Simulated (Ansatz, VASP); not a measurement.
One calculation of SiNi3, two programs

```
Si Ni
1.0
     3.46138    0.00000    0.00000
     0.00000    3.46138    0.00000
     0.00000    0.00000    3.46138
Si Ni
1 3
Cartesian
  0.0000 0.0000 0.0000
  0.0000 1.7307 1.7307
  1.7307 0.0000 1.7307
  1.7307 1.7307 0.0000
```

Alike in both runs: functional PBEsol; k mesh 6 × 6 × 6; occupations gaussian, width 0.1 eV; no spin polarisation.

Ansatz relaxed the structure, and its values are those at the end. VASP's run is a single point on that final structure, the one shown.

```csv
,VASP,Ansatz
version,VASP 6.6.1,Ansatz 0.2.0
potentials or method,"VASP PAW PBE potentials, release 64 (Si, Ni), cutoff 520 eV","scalar-relativistic, plane waves, PAW"
valence electrons in the cell,34,58
```

VASP gave:

- gap on the k mesh at the Fermi level (eV): none
- pressure (GPa): 0.1

Q: Which values does Ansatz return?

A: gap on the k mesh at the Fermi level (eV): none; pressure (GPa): 0.0.

VASP's potentials were made for PBE, not for PBEsol. A gap of «none» marks a metal or a gap that the smearing closes. VASP's potentials hold 34 valence electrons a cell and Ansatz's 58, so a difference there can come from the potentials and not from the codes.
